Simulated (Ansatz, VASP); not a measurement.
MgO in VASP and in Ansatz

INCAR

```
PREC = Accurate
ENCUT = 520
EDIFF = 1E-7
ISMEAR = 0
SIGMA = 0.01
LREAL = False
LASPH = True
NELM = 80
ALGO = Normal
ISIF = 2
LWAVE = False
LCHARG = True
LELF = True
LVHAR = True
NBANDS = 11
```

The input KPOINTS:

```
regular mesh
0
Gamma
  10 10 10
```

Contents of POSCAR:

```
MgO
1.0
    0.0000000000      2.0795922133      2.0691942522
    2.0795922133      0.0000000000      2.0691942522
    2.0795922133      2.0795922133      0.0000000000
Mg O
1 1
Direct
    0.0000000000      0.0000000000      0.0000000000
    0.5000000000      0.5000000000      0.5000000000
```

Input for Ansatz:

```yaml
crystal:
  lattice:
    - [0.0, 2.0795922133, 2.06919425223]
    - [2.0795922133, 0.0, 2.06919425223]
    - [2.0795922133, 2.0795922133, 0.0]
  atoms:
    - { symbol: Mg, position: [0.0, 0.0, 0.0] }
    - { symbol: O, position: [0.5, 0.5, 0.5] }
kpoints:
  mp_grid: { grid: [10, 10, 10] }
scf:
  occupations: { method: fixed }
  convergence: { dr2_threshold: 1.0e-10 }
hamiltonian:
  xc: lda
  pseudopotentials: { kind: all_electron, lapw: { basis_error: 0.0005 } }
output:
  forces: true
  stress: true
  eigenstates:
    kpoints:
      - [0.0, 0.0, 0.0]
      - [-0.5, 0.0, -0.5]
      - [0.0, -0.5, -0.5]
      - [-0.5, -0.5, 0.0]
      - [-0.5, 0.0, 0.0]
      - [0.0, -0.5, 0.0]
      - [0.0, 0.0, -0.5]
      - [-0.5, -0.5, -0.5]
  eigenvalues: true
```

Change from the starting cell: z stretched by -0.5 %, x and y held.

Alike in both runs: task single point; functional LDA; k mesh 10 × 10 × 10; no spin polarisation.

|  | VASP | Ansatz |
| --- | --- | --- |
| version | VASP 6.6.1 | Ansatz 0.2.0 |
| potentials or method | VASP PAW LDA potentials, release 64 (Mg, O), cutoff 520 eV | all-electron LAPW, scalar-relativistic |
| occupations | gaussian, width 0.01 eV | fixed |

```tsv
	VASP	Ansatz	Ansatz less VASP
gap on the k mesh at the Fermi level (eV)	5.08	5.08	0.000
pressure (GPa)	-0.8	1.1	+1.95
traceless stress, the component that is largest in VASP (GPa)	0.81	0.80	-0.001
```

LDA's correlation is that of Perdew and Zunger in VASP and of Perdew and Wang (1992) in Ansatz. Ansatz ran all-electron here, and VASP with PAW potentials.
